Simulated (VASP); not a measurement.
A run of VASP 6.6.1 is set up as follows.

File INCAR:

```
SYSTEM = BeS
PREC     = Accurate       ! precision mode
ENCUT    = 520            ! plane-wave cutoff, eV
EDIFF    = 1E-6           ! SCF threshold, eV
ISMEAR   = 0              ! smearing method
SIGMA    = 0.01           ! smearing width, eV
LREAL    = .False.        ! projectors in reciprocal space
LASPH    = .True.         ! aspherical terms in the spheres
NELM     = 60             ! most SCF steps
ALGO     = Normal         ! electronic algorithm
ISIF     = 2              ! what is computed and relaxed
LWAVE    = .False.        ! write WAVECAR
LCHARG   = .True.         ! write CHGCAR
GGA      = PE             ! functional
LELF     = .True.         ! ELF
LVHAR    = .True.       
NBANDS   = 11             ! bands
```

File KPOINTS:

```
regular mesh
0
Gamma
  8 8 8
  0 0 0
```

File POSCAR:

```
BeS
1.0
    0.0000000000      2.3882416339      2.3882416339
    2.3882416339      0.0000000000      2.3882416339
    2.3882416339      2.3882416339      0.0000000000
Be S
1 1
Direct
    0.0000000000      0.0000000000      0.0000000000
    0.2500000000      0.2500000000      0.2500000000
```

Potentials or basis: VASP PAW PBE potentials, release 64 (Be, S).

The run is started by

```bash
$ cat potpaw_PBE.64/Be/POTCAR potpaw_PBE.64/S/POTCAR > POTCAR
$ mpirun -np 1 vasp_std > vasp.out
```

What does it give for the band gap on the k mesh?

3.00 eV, indirect (least direct gap 5.65 eV).

Estimate the pressure.

6.5 GPa.

 A k mesh can miss the band edges.
